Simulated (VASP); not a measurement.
# Ir (P6_3/mmc) in VASP: further runs

The runs below take Ir through single point, with PBE.

All numbers are computed with VASP 6.6.1; they aren't measurements. Logs are shortened: lines on timing, memory, paths and dates and some standing lists are left out, and cuts for length are marked.

## (1) The cell of the first run

It takes space group P6_3/mmc (No. 194, hexagonal). Conventional cell: a = 2.812 Å, b = 2.812 Å, c = 4.676 Å, α = 90.00°, β = 90.00°, γ = 120.00°. Within 3.7 Å of Ir (site symmetry -6m2) lie 12 Ir at 2.81 to 2.85 Å.

## (2) Single point, PBE

INCAR reads:

```
SYSTEM = Ir
PREC = Accurate
ENCUT = 520
EDIFF = 1E-6
ISMEAR = 0
SIGMA = 0.15
LREAL = .FALSE.
LASPH = .TRUE.
NELM = 80
ALGO = Normal
ISIF = 2
LWAVE = .FALSE.
LCHARG = .FALSE.
GGA = PE
NBANDS = 16
```

KPOINTS reads:

```
Automatic mesh
0
G
  18 18 10
  0 0 0
```

POSCAR reads:

```
Ir
1.0
    2.8119000000      0.0000000000      0.0000000000
   -1.4059500000      2.4351768329      0.0000000000
    0.0000000000      0.0000000000      4.6756000000
Ir
2
Direct
    0.6666666667      0.3333333333      0.7500000000
    0.3333333333      0.6666666667      0.2500000000
```

Potentials or basis: VASP PAW PBE potentials, release 64 (Ir).

Run with:

```sh
cat potpaw_PBE.64/Ir/POTCAR > POTCAR
mpirun -np 1 vasp_std > vasp.out
```

OUTCAR:

```text
SYSTEM = Ir
   PREC = Accurate
   ENCUT = 520
   EDIFF = 1E-6
   ISMEAR = 0
   LREAL = .FALSE.
   LASPH = .TRUE.
   NELM = 80
   ISIF = 2
   GGA = PE

 ion  position               nearest neighbor table
   1  0.667  0.333  0.750-   2 2.85   2 2.85   2 2.85   2 2.85   2 2.85   2 2.85
   2  0.333  0.667  0.250-   1 2.85   1 2.85   1 2.85   1 2.85   1 2.85   1 2.85

  LATTYP: Found a hexagonal cell.
 ALAT       =     2.8119000000
 C/A-ratio  =     1.6627902841

  Lattice vectors:

 A1 = (   2.8119000000,   0.0000000000,   0.0000000000)
 A2 = (  -1.4059500000,   2.4351768329,   0.0000000000)
 A3 = (   0.0000000000,   0.0000000000,   4.6756000000)

Analysis of symmetry for initial positions (statically):
=====================================================================
 Subroutine PRICEL returns:
 Original cell was already a primitive cell.

 Routine SETGRP: Setting up the symmetry group for a
 hexagonal supercell.

 Subroutine GETGRP returns: Found 24 space group operations
 (whereof 12 operations were pure point group operations)
 out of a pool of 24 trial point group operations.

The static configuration has the point symmetry D_3d.
 The point group associated with its full space group is D_6h.

Analysis of symmetry for dynamics (positions and initial velocities):
=====================================================================
 Subroutine PRICEL returns:
 Original cell was already a primitive cell.

 Routine SETGRP: Setting up the symmetry group for a
 hexagonal supercell.

 Subroutine GETGRP returns: Found 24 space group operations
 (whereof 12 operations were pure point group operations)
 out of a pool of 24 trial point group operations.

The dynamic configuration has the point symmetry D_3d.
 The point group associated with its full space group is D_6h.

 Subroutine INISYM returns: Found 24 space group operations
 (whereof 12 operations are pure point group operations),
 and found     1 'primitive' translations

----------------------------------------------------------------------------------------

                                     Primitive cell

  volume of cell :      32.0160

  direct lattice vectors                    reciprocal lattice vectors
     2.811900000  0.000000000  0.000000000     0.355631424  0.205323898  0.000000000
    -1.405950000  2.435176833  0.000000000     0.000000000  0.410647796  0.000000000
     0.000000000  0.000000000  4.675600000     0.000000000  0.000000000  0.213876294

  length of vectors
     2.811900000  2.811900000  4.675600000     0.410647796  0.410647796  0.213876294

  position of ions in fractional coordinates (direct lattice)
     0.666666667  0.333333333  0.750000000
     0.333333333  0.666666667  0.250000000

  ion indices of the primitive-cell ions
   primitive index   ion index
                 1           1
                 2           2

----------------------------------------------------------------------------------------

 KPOINTS: Automatic mesh

Automatic generation of k-mesh.
 Grid dimensions read from file:
 generate k-points for:   18   18   10

 Generating k-lattice:

  Cartesian coordinates                     Fractional coordinates (reciprocal lattice)
     0.019757301  0.011406883  0.000000000     0.055555556  0.000000000  0.000000000
     0.000000000  0.022813766  0.000000000     0.000000000  0.055555556  0.000000000
     0.000000000  0.000000000  0.021387629     0.000000000  0.000000000  0.100000000

  Length of vectors
     0.022813766  0.022813766  0.021387629

  Shift w.r.t. Gamma in fractional coordinates (k-lattice)
     0.000000000  0.000000000  0.000000000

 Subroutine IBZKPT returns following result:
 ===========================================

 Found    222 irreducible k-points:

 Following reciprocal coordinates:
            Coordinates               Weight
  0.000000  0.000000  0.000000      1.000000
  0.055556  0.000000  0.000000      6.000000
  0.111111  0.000000  0.000000      6.000000
  0.166667  0.000000  0.000000      6.000000
  0.222222  0.000000  0.000000      6.000000
  0.277778  0.000000  0.000000      6.000000
[... 16 lines left out ...]
  0.333333  0.111111  0.000000     12.000000
  0.388889  0.111111  0.000000     12.000000
 [... further k-points ...]
   k-points           NKPTS =    222   k-points in BZ     NKDIM =    222   number of bands    NBANDS=     16
   number of dos      NEDOS =    301   number of ions     NIONS =      2
   total plane-waves  NPLWV =  20736
   dimension x,y,z NGX =    24 NGY =   24 NGZ =   36
   dimension x,y,z NGXF=    48 NGYF=   48 NGZF=   72
   ions per type =               2
   NGX,Y,Z   is equivalent  to a cutoff of  14.19, 14.19, 12.80 a.u.
   NGXF,Y,Z  is equivalent  to a cutoff of  28.38, 28.38, 25.60 a.u.
 SYSTEM =  Ir
   PREC   = accura    normal or accurate (medium, high low for compatibility)
   ISTART =      0    job   : 0-new  1-cont  2-samecut
   ICHARG =      2    charge: 1-file 2-atom 10-const
   ISPIN  =      1    spin polarized calculation?
   LNONCOLLINEAR =      F non collinear calculations
   LSORBIT =      F    spin-orbit coupling
   LASPH  =      T    aspherical Exc in radial PAW
   ENCUT  =  520.0 eV  38.22 Ry    6.18 a.u.   5.23  5.23  8.69*2*pi/ulx,y,z
   NELM   =     80;   NELMIN=  2; NELMDL= -5     # of ELM steps
   EDIFF  = 0.1E-05   stopping-criterion for ELM
   LREAL  =      F    real-space projection
   EDIFFG = 0.1E-04   stopping-criterion for IOM
   NSW    =      0    number of steps for IOM
   IBRION =     -1    ionic relax: 0-MD 1-quasi-New 2-CG
   NFREE  =      0    steps in history (QN), initial steepest desc. (CG)
   ISIF   =      2    stress and relaxation
   ISYM   =      2    0-nonsym 1-usesym 2-fastsym
   POTIM  = 0.5000    time-step for ionic-motion
   TEBEG  =    0.0;   TEEND  =   0.0 temperature during run
   PSTRESS=    0.0 pullay stress
   NELECT =      18.0000    total number of electrons
   NUPDOWN=      -1.0000    fix difference up-down
   EMIN   =  10.00;   EMAX   =-10.00  energy-range for DOS
   EFERMI =   0.00;   METHOD = LEGACY
   ISMEAR =     0;   SIGMA  =   0.15  broadening in eV -4-tet -1-fermi 0-gaus
   EFERMI_NEDOS =   21; number of points for ismear=-14 and -15
   IALGO  =     38    algorithm
   IMIX   =      4    mixing-type and parameters
     AMIX     =   0.40;   BMIX     =  1.00
     AMIX_MAG =   1.60;   BMIX_MAG =  1.00
  volume/ion in A,a.u.               =      16.01       108.03
  Fermi-wavevector in a.u.,A,eV,Ry     =   1.351169  2.553340 24.839590  1.825658
  Thomas-Fermi vector in A             =   2.478613
   LORBIT       =      0    0 simple, 1 ext, 2 COOP (PROOUT), +10 PAW based schemes
   GGA     = PE    functional components
   LHFCALC =     F    Hartree Fock is set to
   AEXX    =    0.0000 exact exchange contribution
   IVDW    =     0    specifies the selected vdW correction
   LEPSILON=     F    determine dielectric tensor
   LRPA    =     F    only Hartree local field effects (RPA)
 non-spin polarized calculation
 Gauss-broadening in eV      SIGMA  =   0.15
  energy-cutoff  :      520.00
  volume of cell :       32.02
 maximum number of plane-waves:       881
 NGX is ok and might be reduce to    24

 number of electron      18.0000000 magnetization

 Free energy of the ion-electron system (eV)
  ---------------------------------------------------
  ext. energy  EPLUGINS =         0.00000000
  ---------------------------------------------------
  free energy    TOTEN  =       -17.30894193 eV

  energy without entropy =      -17.27706605  energy(sigma->0) =      -17.29300399

 E-fermi :   8.4524     XC(G=0): -13.2606

 val. band max:        8.4462211034   @ k =   0.5000   0.0000   0.3000
 cond. band min:       8.4543366680   @ k =   0.3889   0.1667   0.1000
 fundamental gap:      0.0081155646
 Fermi energy:         8.4523899220

 k-point     1 :       0.0000    0.0000    0.0000
  band No.  band energies     occupation
      1      -1.4503      2.00000
      2       1.4660      2.00000
      3       5.0097      2.00000
      4       5.3185      2.00000
      5       5.3185      2.00000
      6       5.8044      2.00000
[... 8 lines left out ...]
     15      24.5142      0.00000
     16      25.6421      0.00000

 k-point     2 :       0.0556    0.0000    0.0000
  band No.  band energies     occupation
      1      -1.3410      2.00000
      2       1.5658      2.00000
      3       4.9270      2.00000
      4       5.3815      2.00000
      5       5.4064      2.00000
      6       5.7463      2.00000
[... 8 lines left out ...]
     15      24.6673      0.00000
     16      25.7847      0.00000

 k-point     3 :       0.1111    0.0000    0.0000
  band No.  band energies     occupation
      1      -1.0208      2.00000
      2       1.8475      2.00000
      3       4.7229      2.00000
      4       5.4832      2.00000
      5       5.6638      2.00000
      6       5.6663      2.00000
[... 8 lines left out ...]
     15      25.0803      0.00000
     16      25.8501      0.00000

 k-point     4 :       0.1667    0.0000    0.0000
  band No.  band energies     occupation
      1      -0.5148      2.00000
      2       2.2442      2.00000
      3       4.4890      2.00000
      4       5.2173      2.00000
      5       5.3044      2.00000
      6       5.9293      2.00000
[... 8 lines left out ...]
     15      25.4310      0.00000
     16      25.6349      0.00000
[... 324 lines left out ...]
 k-point    22 :       0.2778    0.1111    0.0000
  band No.  band energies     occupation
      1       1.7430      2.00000
      2       2.8464      2.00000
      3       3.3767      2.00000
      4       4.3914      2.00000
      5       5.1656      2.00000
      6       5.3484      2.00000
[... 8 lines left out ...]
     15      20.0640      0.00000
     16      23.3203      0.00000

 k-point    23 :       0.3333    0.1111    0.0000
  band No.  band energies     occupation
      1       2.1679      2.00000
      2       2.6533      2.00000
      3       3.0551      2.00000
      4       4.7547      2.00000
      5       5.0950      2.00000
      6       5.6560      2.00000
[... 8 lines left out ...]
     15      18.9313      0.00000
     16      22.2436      0.00000

 k-point    24 :       0.3889    0.1111    0.0000
  band No.  band energies     occupation
      1       2.3650      2.00000
      2       2.5138      2.00000
      3       2.8586      2.00000
      4       5.0922      2.00000
      5       5.1531      2.00000
      6       5.4540      2.00000
[... 8 lines left out ...]
     15      17.9292      0.00000
     16      20.6664      0.00000

 [... further k-points ...]

------------------------ aborting loop because EDIFF is reached ----------------------------------------

  FORCE on cell =-STRESS in cart. coord.  units (eV):
  Direction    XX          YY          ZZ          XY          YZ          ZX
  --------------------------------------------------------------------------------------
  -------------------------------------------------------------------------------------
  Total       -4.6087604     -4.6087604     -5.8227494      0.0000000      0.0000000      0.0000000
  in kB     -230.6359429   -230.6359429   -291.3875255      0.0000000      0.0000000      0.0000000
  external PRESSURE =    -250.8864704 kB  Pullay stress =       0.0000000 kB

 VOLUME and BASIS-vectors are now :
 -----------------------------------------------------------------------------
  energy-cutoff  :      520.00
  volume of cell :       32.02
      direct lattice vectors                 reciprocal lattice vectors
     2.811900000  0.000000000  0.000000000     0.355631424  0.205323898  0.000000000
    -1.405950000  2.435176833  0.000000000     0.000000000  0.410647796  0.000000000
     0.000000000  0.000000000  4.675600000     0.000000000  0.000000000  0.213876294

 POSITION                                       TOTAL-FORCE (eV/Angst)
 -----------------------------------------------------------------------------------
      1.40595      0.81173      3.50670        -0.000000     -0.000000      0.000000
     -0.00000      1.62345      1.16890         0.000000      0.000000      0.000000
 -----------------------------------------------------------------------------------
    total drift:                               -0.000000      0.000000     -0.000000

  FREE ENERGIE OF THE ION-ELECTRON SYSTEM (eV)
  ---------------------------------------------------
  free  energy   TOTEN  =       -17.3089419273 eV

  energy  without entropy=      -17.2770660450  energy(sigma->0) =      -17.29300399
```

Wall time 31 s (1 thread of Intel Xeon 6975P-C (Granite Rapids), shared host); peak memory 0.22 GiB.

What came out:

| Item | Value |
| --- | --- |
| Free energy | -17.3089 eV |
| Pressure | -25.1 GPa |
| Band gap on the k mesh | zero (band 9 reaches 9.34 eV, above the bottom of band 10 at 6.52 eV) |

Stress tensor (GPa, compression positive):
```
-23.06   0.00   0.00
  0.00 -23.06   0.00
  0.00   0.00 -29.14
```

Caveat: spin-orbit coupling is left out, which moves the levels of the heavy elements.

## (3) Single point, PBE

This run uses another cell than the first one, of the same volume but with other edges.

INCAR is that of step 2.

KPOINTS is that of step 2.

POSCAR reads:

```
Ir
1.0
    2.7753000000      0.0000000000      0.0000000000
   -1.3876500000      2.4034803031      0.0000000000
    0.0000000000      0.0000000000      4.8092000000
Ir
2
Direct
    0.6666666667      0.3333333333      0.7500000000
    0.3333333333      0.6666666667      0.2500000000
```

Potentials or basis: VASP PAW PBE potentials, release 64 (Ir).

Run with:

```sh
cat potpaw_PBE.64/Ir/POTCAR > POTCAR
mpirun -np 1 vasp_std > vasp.out
```

Wall time 30 s (1 thread of Intel Xeon 6975P-C (Granite Rapids), shared host); peak memory 0.23 GiB.

It converged, with:

| Property | Result |
| --- | --- |
| Free energy | -17.2427 eV |
| Pressure | -24.3 GPa |
| Band gap on the k mesh | zero (band 9 reaches 9.50 eV, above the bottom of band 10 at 6.50 eV) |

Stress tensor (GPa, compression positive):
```
-19.49   0.00   0.00
  0.00 -19.49   0.00
  0.00   0.00 -34.04
```

Levels at points of the mesh, in eV from the Fermi level:
| k point | band 6 | band 7 | band 8 | band 9 | band 10 | band 11 | band 12 | band 13 |
| --- | --- | --- | --- | --- | --- | --- | --- | --- |
| (0.00, 0.00, 0.00) | -2.66 | -2.66 | -1.41 | -1.41 | -0.91 | 0.33 | 0.33 | 5.21 |
| (0.50, 0.00, 0.00) | -2.67 | -2.54 | 0.60 | 1.00 | 1.22 | 2.73 | 4.14 | 7.46 |
| (0.00, 0.00, 0.50) | -3.08 | -3.08 | -3.08 | -0.28 | -0.28 | -0.28 | -0.28 | 12.07 |
| (0.50, 0.00, 0.50) | -1.43 | -0.60 | -0.60 | 1.13 | 1.13 | 1.90 | 1.90 | 6.92 |

Caveat: spin-orbit coupling is left out, which moves the levels of the heavy elements.
